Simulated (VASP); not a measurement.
A run of VASP 6.6.1 is set up as follows.

File INCAR:

```
ALGO = Normal
EDIFF = 1E-6
EDIFFG = -0.005
ENCUT = 600
GGA = PS
IBRION = 2
ISIF = 3
ISMEAR = 0
LASPH = True
LCHARG = False
LREAL = False
LWAVE = False
NELM = 100
NSW = 100
PREC = Accurate
SIGMA = 0.02
```

File KPOINTS:

```
k-points
0
Gamma
  12 12 8
```

File POSCAR:

```
Se
1.0
    4.0415168391      0.0000000000      0.0000000000
   -2.0207584196      3.5000562524      0.0000000000
    0.0000000000      0.0000000000      5.1178959585
Se
3
Direct
    0.2486416704      0.0000000000      0.3333333333
    0.0000000000      0.2486416704      0.6666666667
    0.7513583296      0.7513583296      0.0000000000
```

Potentials or basis: VASP PAW PBE potentials, release 64 (Se).

Command:

```sh
$ cat potpaw_PBE.64/Se/POTCAR > POTCAR
$ mpirun -np 1 vasp_std > vasp.out
```

Task: What does it give for the band gap on the k mesh?

Result: 0.43 eV, direct.

Task: Estimate the relaxed volume.

Result: 24.14 Å³/atom.

Task: What does it give for the relaxed cell?

Result: a = 4.039 Å, b = 4.039 Å, c = 5.126 Å, α = 90.00°, β = 90.00°, γ = 120.00°.

Task: What does it give for the space group after relaxing (to 0.05 Å)?

Result: P3_121 (No. 152).

Final structure:
```xyz
3
Lattice="4.0392 0.0000 0.0000 -2.0196 3.4981 0.0000 0.0000 0.0000 5.1257" Properties=species:S:1:pos:R:3 pbc="T T T"
Se   -1.0133    3.4981    1.7086
Se    3.5361    0.8715    3.4172
Se    1.5164    2.6266    0.0000
```

Caveat: the PAW data sets were made with another functional, which shifts forces and pressure a little. A k mesh can miss the band edges.
